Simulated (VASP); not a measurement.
# Si2Ni (Fm-3m) in VASP: further runs, part 2 of 3

VASP 6.6.1. The steps go on from the part before.

## Step 3: Single point, PBEsol+D3(BJ), collinear spin, ferromagnetic start

This run uses another cell than the first one, of 12.69 Å³/atom, 0.909 times its volume.

The input, INCAR:

```
ALGO     = Normal         # electronic algorithm
EDIFF    = 1E-7           # SCF threshold, eV
ENCUT    = 520            # plane-wave cutoff, eV
GGA      = PS             # functional
ISIF     = 2              # what is computed and relaxed
ISMEAR   = -1             # smearing method
ISPIN    = 2              # spin polarisation
IVDW     = 12             # dispersion correction
LASPH    = T              # aspherical terms in the spheres
LCHARG   = F              # write CHGCAR
LMAXMIX  = 4              # l up to which the mixer works
LORBIT   = 11             # projections on sites
LREAL    = F              # projectors in reciprocal space
LWAVE    = F              # write WAVECAR
MAGMOM   = 1 0 0          # initial moments
NBANDS   = 20             # bands
NELM     = 150            # most SCF steps
PREC     = Accurate       # precision mode
SIGMA    = 0.05           # smearing width, eV
```

The input, KPOINTS:

```
k-points
0
Gamma
  9 9 9
```

The input, POSCAR:

```
Si2Ni
1.0
    0.0000000000      2.6702198748      2.6702198748
    2.6702198748      0.0000000000      2.6702198748
    2.6702198748      2.6702198748      0.0000000000
Ni Si
1 2
Direct
    0.0000000000      0.0000000000      0.0000000000
    0.7500000000      0.7500000000      0.7500000000
    0.2500000000      0.2500000000      0.2500000000
```

Potentials or basis: VASP PAW PBE potentials, release 64 (Ni, Si).

Command:

```bash
> cat potpaw_PBE.64/Ni/POTCAR potpaw_PBE.64/Si/POTCAR > POTCAR
> mpirun -np 1 vasp_std > vasp.out
```

OUTCAR:

```text
EDIFF = 1E-7
   ENCUT = 520
   GGA = PS
   ISIF = 2
   ISMEAR = -1
   ISPIN = 2
   IVDW = 12
   LASPH = T
   LORBIT = 11
   LREAL = F
   NELM = 150
   PREC = Accurate
 IVDW          = 12

 ion  position               nearest neighbor table
   1  0.000  0.000  0.000-   2 2.31   2 2.31   2 2.31   3 2.31   3 2.31   3 2.31   3 2.31   2 2.31

   2  0.750  0.750  0.750-   1 2.31   1 2.31   1 2.31   1 2.31   3 2.67   3 2.67   3 2.67   3 2.67
                             3 2.67   3 2.67
   3  0.250  0.250  0.250-   1 2.31   1 2.31   1 2.31   1 2.31   2 2.67   2 2.67   2 2.67   2 2.67
                             2 2.67   2 2.67

  LATTYP: Found a face centered cubic cell.
 ALAT       =     5.3404397496

  Lattice vectors:

 A1 = (   0.0000000000,   2.6702198748,   2.6702198748)
 A2 = (   2.6702198748,   0.0000000000,   2.6702198748)
 A3 = (   2.6702198748,   2.6702198748,   0.0000000000)

Analysis of symmetry for initial positions (statically):
=====================================================================
 Subroutine PRICEL returns:
 Original cell was already a primitive cell.

 Routine SETGRP: Setting up the symmetry group for a
 face centered cubic supercell.

 Subroutine GETGRP returns: Found 48 space group operations
 (whereof 48 operations were pure point group operations)
 out of a pool of 48 trial point group operations.

The static configuration has the point symmetry O_h .

Analysis of symmetry for dynamics (positions and initial velocities):
=====================================================================
 Subroutine PRICEL returns:
 Original cell was already a primitive cell.

 Routine SETGRP: Setting up the symmetry group for a
 face centered cubic supercell.

 Subroutine GETGRP returns: Found 48 space group operations
 (whereof 48 operations were pure point group operations)
 out of a pool of 48 trial point group operations.

The dynamic configuration has the point symmetry O_h .

Analysis of structural, dynamic, and magnetic symmetry:
=====================================================================
 Subroutine PRICEL returns:
 Original cell was already a primitive cell.
[... 160 lines left out ...]

 val. band max:       10.9460594396   @ k =   0.3333   0.2222   0.0000
 cond. band min:      10.9515123770   @ k =   0.2222   0.0000   0.0000
 fundamental gap:      0.0054529375
 Fermi energy:        10.9500788323

 spin component 1

 k-point     1 :       0.0000    0.0000    0.0000
  band No.  band energies     occupation
      1      -3.2951      1.00000
      2       5.4510      1.00000
      3       5.4510      1.00000
      4       5.4510      1.00000
      5       7.1832      1.00000
      6       7.1832      1.00000
[... 541 lines left out ...]
     19      24.8758      0.00000
     20      24.9221      0.00000

 [... further k-points ...]

 spin component 2

 k-point     1 :       0.0000    0.0000    0.0000
  band No.  band energies     occupation
      1      -3.2951      1.00000
      2       5.4510      1.00000
      3       5.4510      1.00000
      4       5.4510      1.00000
      5       7.1832      1.00000
      6       7.1832      1.00000
[... 541 lines left out ...]
     19      24.8758      0.00000
     20      24.9221      0.00000

 [... further k-points ...]

------------------------ aborting loop because EDIFF is reached ----------------------------------------

 Edisp (eV)   -1.20806

 E8    (eV) :    -0.7730

  FORCE on cell =-STRESS in cart. coord.  units (eV):
  Direction    XX          YY          ZZ          XY          YZ          ZX
  --------------------------------------------------------------------------------------
  -------------------------------------------------------------------------------------
  Total       0.03542     0.03542     0.03542    -0.00000    -0.00000     0.00000
  in kB       1.49025     1.49025     1.49025    -0.00000    -0.00000     0.00000
  external pressure =        1.49 kB  Pullay stress =        0.00 kB

 VOLUME and BASIS-vectors are now :
 -----------------------------------------------------------------------------
  energy-cutoff  :      520.00
  volume of cell :       38.08
      direct lattice vectors                 reciprocal lattice vectors
     0.000000000  2.670219875  2.670219875    -0.187250498  0.187250498  0.187250498
     2.670219875  0.000000000  2.670219875     0.187250498 -0.187250498  0.187250498
     2.670219875  2.670219875  0.000000000     0.187250498  0.187250498 -0.187250498

 POSITION                                       TOTAL-FORCE (eV/Angst)
 -----------------------------------------------------------------------------------
      0.00000      0.00000      0.00000         0.000000      0.000000      0.000000
      4.00533      4.00533      4.00533         0.000000      0.000000      0.000000
      1.33511      1.33511      1.33511        -0.000000     -0.000000     -0.000000
 -----------------------------------------------------------------------------------
    total drift:                               -0.000000     -0.000000      0.000000

  FREE ENERGIE OF THE ION-ELECTRON SYSTEM (eV)
  ---------------------------------------------------
  free  energy   TOTEN  =       -20.1730272317 eV

  energy  without entropy=      -20.1637923981  energy(sigma->0) =      -20.16840981

 total charge

# of ion       s       p       d       tot
------------------------------------------
    1        0.585   0.859   8.480   9.925
    2        0.738   0.867   0.000   1.605
    3        0.738   0.867   0.000   1.605
--------------------------------------------------
tot          2.062   2.592   8.480  13.135

 magnetization (x)

# of ion       s       p       d       tot
------------------------------------------
    1        0.000   0.000   0.000   0.000
    2        0.000   0.000   0.000   0.000
    3        0.000   0.000   0.000   0.000
--------------------------------------------------
tot          0.000   0.000   0.000   0.000
```

OSZICAR:

```text
N       E                     dE             d eps       ncg     rms          rms(c)
DAV:   1     0.733429305564E+02    0.73343E+02   -0.71002E+03  2824   0.894E+02
DAV:   2    -0.160603419875E+02   -0.89403E+02   -0.79489E+02  2936   0.199E+02
DAV:   3    -0.210828582356E+02   -0.50225E+01   -0.49033E+01  3352   0.498E+01
DAV:   4    -0.211593044777E+02   -0.76446E-01   -0.76315E-01  3268   0.548E+00
DAV:   5    -0.211608890108E+02   -0.15845E-02   -0.15844E-02  3348   0.872E-01    0.182E+01
DAV:   6    -0.259335643574E+02   -0.47727E+01   -0.31916E+01  3148   0.123E+02    0.245E+01
DAV:   7    -0.191122415047E+02    0.68213E+01   -0.99016E+00  3532   0.756E+01    0.362E+00
DAV:   8    -0.190185077437E+02    0.93734E-01   -0.10949E+00  3792   0.153E+01    0.275E+00
DAV:   9    -0.189685957072E+02    0.49912E-01   -0.22092E-01  3436   0.775E+00    0.700E-01
DAV:  10    -0.189650533089E+02    0.35424E-02   -0.10424E-02  3876   0.185E+00    0.286E-01
DAV:  11    -0.189649777994E+02    0.75509E-04   -0.12103E-03  4324   0.378E-01    0.129E-01
DAV:  12    -0.189649689141E+02    0.88853E-05   -0.93091E-05  4064   0.140E-01    0.449E-02
DAV:  13    -0.189649663838E+02    0.25303E-05   -0.80478E-06  3416   0.356E-02    0.158E-02
DAV:  14    -0.189649650908E+02    0.12930E-05   -0.19463E-06  3652   0.288E-02    0.631E-03
DAV:  15    -0.189649649095E+02    0.18128E-06   -0.65681E-07  3860   0.910E-03    0.211E-03
DAV:  16    -0.189649648160E+02    0.93545E-07   -0.51373E-08  2436   0.253E-03
   1 F= -.20173027E+02 E0= -.20168410E+02  d E =-.923483E-02  mag=     0.0000
```

stdout:

```text
POSCAR found type information on POSCAR NiSi
 POSCAR found :  2 types and       3 ions
 scaLAPACK will be used
 -----------------------------------------------------------------------------
|                                                                             |
|                                                                             |
|     You enforced a specific xc type in the INCAR file but a different       |
|     I HOPE YOU KNOW WHAT YOU ARE DOING!                                     |
|                                                                             |
 -----------------------------------------------------------------------------

 LDA part: xc-table for (Slater+PW92), standard interpolation
 POSCAR, INCAR and KPOINTS ok, starting setup
 FFT: planning ... GRIDC
 FFT: planning ... GRID_SOFT
 FFT: planning ... GRID
 WAVECAR not read
 entering main loop
```

It took 48 s on 1 thread of Intel Xeon 6975P-C, shared host; peak memory 0.2 GiB.

Results:

* Free energy: -20.1730 eV
* Pressure: 0.1 GPa
* Band gap on the k mesh: zero (filled and empty bands overlap)
* Net moment: 0.00 μB per cell
* Valence electrons inside the program's atomic spheres: Ni 9.93; Si 1.60
* Dispersion energy per atom: -0.403 eV

Caveat: the PAW data sets were made with another functional, which shifts forces and pressure a little; pairwise dispersion overbinds metals, which lowers pressure and volume.

## Step 4: Single point, PBEsol+D4, collinear spin, ferromagnetic start

This run uses another cell than the first one, of 12.84 Å³/atom, 0.920 times its volume.

The input, INCAR:

```
SYSTEM = Si2Ni
PREC     = Accurate       ! precision mode
ENCUT    = 520            ! plane-wave cutoff, eV
EDIFF    = 1E-6           ! SCF threshold, eV
ISMEAR   = -1             ! smearing method
SIGMA    = 0.05           ! smearing width, eV
LREAL    = .FALSE.        ! projectors in reciprocal space
LASPH    = .TRUE.         ! aspherical terms in the spheres
NELM     = 150            ! most SCF steps
ALGO     = Normal         ! electronic algorithm
ISIF     = 2              ! what is computed and relaxed
LWAVE    = .FALSE.        ! write WAVECAR
LCHARG   = .FALSE.        ! write CHGCAR
ISPIN    = 2              ! spin polarisation
MAGMOM   = 1 0 0          ! initial moments
LORBIT   = 11             ! projections on sites
LMAXMIX  = 4              ! l up to which the mixer works
GGA      = PS             ! functional
IVDW     = 13             ! dispersion correction
NBANDS   = 20             ! bands
```

The input, KPOINTS:

```
regular mesh
0
G
  9 9 9
  0 0 0
```

The input, POSCAR:

```
Si2Ni
1.0
    0.0000000000      2.6806216700      2.6806216700
    2.6806216700      0.0000000000      2.6806216700
    2.6806216700      2.6806216700      0.0000000000
Ni Si
1 2
Direct
    0.0000000000      0.0000000000      0.0000000000
    0.7500000000      0.7500000000      0.7500000000
    0.2500000000      0.2500000000      0.2500000000
```

Command:

```bash
> cat potpaw_PBE.64/Ni/POTCAR potpaw_PBE.64/Si/POTCAR > POTCAR
> mpirun -np 1 vasp_std > vasp.out
```

Run time: 63 s. Hardware: 1 thread of Intel Xeon 6975P-C, shared host; peak memory 0.19 GiB.

Results (log left out):

```yaml
Free_energy: -19.7774 eV
Pressure: 0.1 GPa
Band_gap_on_the_k_mesh: zero (filled and empty bands overlap)
Net_moment: 0.00 μB per cell
Valence_electrons_inside_the_program's_atomic_spheres: Ni 9.89; Si 1.60
Dispersion_energy_per_atom: -0.267 eV
```

Levels at points of the mesh, in eV from the Fermi level:
Spin up:
```tsv
k point	band 5	band 6	band 7	band 8	band 9	band 10	band 11	band 12	band 13	band 14
(0.00, 0.00, 0.00)	-3.69	-3.69	-0.10	1.72	1.72	1.72	2.18	2.18	2.18	4.73
```
Spin down:
```tsv
k point	band 7	band 8	band 9	band 10	band 11	band 12
(0.00, 0.00, 0.00)	-0.10	1.72	1.72	1.72	2.18	2.18
```

Caveat: the PAW data sets were made with another functional, which shifts forces and pressure a little; pairwise dispersion overbinds metals, which lowers pressure and volume.

## Step 5: Single point, PBE, collinear spin, ferromagnetic start

This run uses another cell than the first one, of 13.17 Å³/atom, 0.943 times its volume.

The input, INCAR:

```
PREC     = Accurate       # precision mode
ENCUT    = 520            # plane-wave cutoff, eV
EDIFF    = 1E-6           # SCF threshold, eV
ISMEAR   = 0              # smearing method
SIGMA    = 0.026000000000000002 # smearing width, eV
LREAL    = False          # projectors in reciprocal space
LASPH    = True           # aspherical terms in the spheres
NELM     = 150            # most SCF steps
ALGO     = Normal         # electronic algorithm
ISIF     = 2              # what is computed and relaxed
LWAVE    = False          # write WAVECAR
LCHARG   = False          # write CHGCAR
ISPIN    = 2              # spin polarisation
MAGMOM   = 1 0 0          # initial moments
LORBIT   = 11             # projections on sites
LMAXMIX  = 4              # l up to which the mixer works
GGA      = PE             # functional
NBANDS   = 20             # bands
```

The input, KPOINTS:

```
Automatic mesh
0
Gamma
  9 9 9
```

The input, POSCAR:

```
Si2Ni
1.0
    0.0000000000      2.7030000000      2.7030000000
    2.7030000000      0.0000000000      2.7030000000
    2.7030000000      2.7030000000      0.0000000000
Ni Si
1 2
Direct
    0.0000000000      0.0000000000      0.0000000000
    0.7500000000      0.7500000000      0.7500000000
    0.2500000000      0.2500000000      0.2500000000
```

Command:

```bash
> cat potpaw_PBE.64/Ni/POTCAR potpaw_PBE.64/Si/POTCAR > POTCAR
> mpirun -np 1 vasp_std > vasp.out
```

Run time: 59 s. Hardware: 1 thread of Intel Xeon 6975P-C, shared host; peak memory 0.19 GiB.

Results (log left out):

| Item | Value |
| --- | --- |
| Free energy | -17.3611 eV |
| Pressure | 3.8 GPa |
| Band gap on the k mesh | zero (filled and empty bands overlap) |
| Net moment | 0.00 μB per cell |
| Valence electrons inside the program's atomic spheres | Ni 9.81; Si 1.59 |

Levels at points of the mesh, in eV from the Fermi level:
Spin up:
| k point | band 7 | band 8 | band 9 | band 10 | band 11 | band 12 |
| --- | --- | --- | --- | --- | --- | --- |
| (0.00, 0.00, 0.00) | -0.36 | 1.64 | 1.64 | 1.64 | 2.22 | 2.22 |
Spin down:
| k point | band 7 | band 8 | band 9 | band 10 | band 11 | band 12 |
| --- | --- | --- | --- | --- | --- | --- |
| (0.00, 0.00, 0.00) | -0.36 | 1.64 | 1.64 | 1.64 | 2.22 | 2.22 |

[end of part 2 of 3]
